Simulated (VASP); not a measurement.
A run of VASP 6.6.1:

Contents of INCAR:

```
SYSTEM = LiF
  ALGO = Normal
  EDIFF = 1E-7
  ENCUT = 520
  GGA = PE
  ISIF = 2
  ISMEAR = 0
  LASPH = .TRUE.
  LCHARG = .FALSE.
  LREAL = .FALSE.
  LWAVE = .FALSE.
  NBANDS = 12
  NELM = 100
  PREC = Accurate
  SIGMA = 0.05
```

File KPOINTS:

```
k-points
0
G
  12 12 12
  0 0 0
```

Contents of POSCAR:

```
LiF
1.0
    0.0000000000      1.8453482987      2.3989527883
    1.8453482987      0.0000000000      2.3989527883
    1.8453482987      1.8453482987      0.0000000000
Li F
1 1
Direct
    0.0000000000      0.0000000000      0.0000000000
    0.5000000000      0.5000000000      0.5000000000
```

Potentials or basis: VASP PAW PBE potentials, release 64 (Li_sv, F).

Launch:

```bash
$ cat potpaw_PBE.64/Li_sv/POTCAR potpaw_PBE.64/F/POTCAR > POTCAR
$ mpirun -np 1 vasp_std > vasp.out
```

Hardware: 1 thread of AMD EPYC 7R13, with other jobs on the host.

How long does it take, and how much memory?

Run time: 69 s on 1 thread of AMD EPYC 7R13 (shared host), peak memory 0.11 GiB. Counts: scf iterations 13, k points 163.
